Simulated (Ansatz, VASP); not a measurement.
## SnTe: VASP beside Ansatz

The input INCAR:

```
PREC     = Accurate       # precision mode
ENCUT    = 520            # plane-wave cutoff, eV
EDIFF    = 1E-7           # SCF threshold, eV
ISMEAR   = 0              # smearing method
SIGMA    = 0.01           # smearing width, eV
LREAL    = False          # projectors in reciprocal space
LASPH    = True           # aspherical terms in the spheres
NELM     = 100            # most SCF steps
ALGO     = Normal         # electronic algorithm
ISIF     = 2              # what is computed and relaxed
LWAVE    = False          # write WAVECAR
LCHARG   = False          # write CHGCAR
GGA      = PE             # functional
NBANDS   = 17             # bands
```

The input KPOINTS:

```
Automatic mesh
0
Gamma
  10 10 10
```

POSCAR

```
SnTe
1.0
    0.0000000000      3.0727251482      3.0727251482
    3.0727251482      0.0000000000      3.0727251482
    3.0727251482      3.0727251482      0.0000000000
Sn Te
1 1
Direct
    0.0000000000      0.0000000000      0.0000000000
    0.5000000000      0.5000000000      0.5000000000
```

Input for Ansatz:

```yaml
crystal:
  lattice:
    - [0.0, 3.0727251482, 3.0727251482]
    - [3.0727251482, 0.0, 3.0727251482]
    - [3.0727251482, 3.0727251482, 0.0]
  atoms:
    - { symbol: Sn, position: [0.0, 0.0, 0.0] }
    - { symbol: Te, position: [0.5, 0.5, 0.5] }
basis:
  ecutwfc: 420
kpoints:
  mp_grid: { grid: [10, 10, 10] }
hamiltonian:
  xc: pbe
scf:
  occupations: { method: gaussian, width: 0.01 }
output:
  forces: true
  stress: true
  eigenvalues: true
```

Alike in both runs: task single point; functional PBE; k mesh 10 × 10 × 10; occupations gaussian, width 0.01 eV; no spin polarisation.

|  | VASP | Ansatz |
| --- | --- | --- |
| version | VASP 6.6.1 | Ansatz 0.2.0 |
| potentials or method | VASP PAW PBE potentials, release 64 (Sn_d, Te), cutoff 520 eV | scalar-relativistic, plane waves, PAW |
| valence electrons in the cell | 20 | 30 |

|  | VASP | Ansatz | Ansatz less VASP |
| --- | --- | --- | --- |
| gap on the k mesh at the Fermi level (eV) | 0.28 | 0.28 | +0.003 |
| least direct gap on the mesh (eV) | 0.28 | 0.28 | +0.003 |
| pressure (GPa) | 6.7 | 6.8 | +0.01 |

With one functional, cell and mesh, what is left measures potentials, basis and numerics. VASP's potentials hold 20 valence electrons a cell and Ansatz's 30, so a difference there can come from the potentials and not from the codes.

Spin-orbit coupling is off throughout.
